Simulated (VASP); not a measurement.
Runs of VASP 6.6.1 on Tc. The structure is that of space group Fm-3m (No. 225), or close to it. The cells are those of the table. This isn't the form of Tc at room conditions, which is hcp.

```tsv
task	cell	gap on the mesh (eV)	pressure (GPa)
single point	a = 2.648 Å, angles 60.0°, 1 atom	none	(a)
relaxation of cell and atoms	relaxed to 10 GPa from a = 2.722 Å, angles 60.0°, 1 atom	none	10.0
relaxation of cell and atoms	relaxed from a = 2.722 Å, angles 60.0°, 1 atom	none	0.0
single point	a = 2.670 Å, angles 60.0°, 1 atom	none	10.0
single point	a = 2.628 Å, angles 60.0°, 1 atom	none	30.1
```

Alike in all rows: level LDA; potentials or basis VASP PAW LDA potentials, release 64 (Tc_pv); no spin polarisation; k mesh 9 × 9 × 9; cutoff (eV) 500; smearing fermi-dirac 0.1 eV.

Question: Fill in the values left out.

Answer: (a) 20.0.

Caveats: the cell stands under pressure (at least some runs); the cell is relaxed towards a set pressure, so the run minimises the enthalpy, not the energy (at least some runs).

A k mesh can miss the band edges, and the runs leave out spin-orbit coupling on Tc.

A gap of «none» marks levels without a gap at the run's occupations.
